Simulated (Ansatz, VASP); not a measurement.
## One calculation of La, two programs

Contents of INCAR:

```
PREC = Accurate
ENCUT = 520
EDIFF = 1E-8
ISMEAR = -1
SIGMA = 0.05
LREAL = False
LASPH = True
NELM = 80
ALGO = Normal
ISIF = 2
LWAVE = False
LCHARG = False
GGA = CA
LEFG = True
NBANDS = 18
```

File KPOINTS:

```
regular mesh
0
Gamma
  11 11 6
```

POSCAR

```
La
1.0
    3.8235501750      0.0000000000      0.0000000000
   -1.9117750874      3.3112915842      0.0000000000
    0.0000000000      0.0000000000      6.1890498321
La
2
Direct
    0.3333333333      0.6666666667      0.2500000000
    0.6666666667      0.3333333333      0.7500000000
```

Input for Ansatz:

```yaml
crystal:
  lattice:
    - [3.823550175, 0.0, 0.0]
    - [-1.9117750874, 3.3112915842, 0.0]
    - [0.0, 0.0, 6.1890498321]
  atoms:
    - { symbol: La, position: [0.3333333333, 0.6666666667, 0.25] }
    - { symbol: La, position: [0.6666666667, 0.3333333333, 0.75] }
kpoints:
  mp_grid: { grid: [11, 11, 6] }
scf:
  occupations: { method: fermi_dirac, width: 0.05 }
hamiltonian:
  xc: lda
  pseudopotentials: { kind: paw }
output:
  forces: true
  stress: true
  eigenvalues: true
  efg: { contact_densities: true }
  write_density: true
  write_potential: true
  elf: true
  volumetric_format: npy
```

Change from the starting cell: volume scaled by 1.06, PAW files.

Alike in both runs: task electric field gradients; functional LDA; k mesh 11 × 11 × 6; occupations fermi-dirac, width 0.05 eV; no spin polarisation.

|  | VASP | Ansatz |
| --- | --- | --- |
| version | VASP 6.6.1 | Ansatz 0.2.0 |
| potentials or method | VASP PAW LDA potentials, release 64 (La) | PAW with Ansatz's default frozen-core files, scalar-relativistic |
| plane-wave cutoff (eV) | 520 | 420 |
| valence electrons in the cell | 22 | 22 |

|  | VASP | Ansatz | Ansatz less VASP |
| --- | --- | --- | --- |
| pressure (GPa) | -4.2 | -4.1 | +0.05 |
| traceless stress, the component that is largest in VASP (GPa) | -0.18 | -0.17 | +0.003 |
| size of Vzz on the site where it differs most (V/Å²) | 8.9 | 7.7 | -1.19 |

LDA's correlation is that of Perdew and Zunger in VASP and of Perdew and Wang (1992) in Ansatz.

Neither program's run includes spin-orbit coupling.
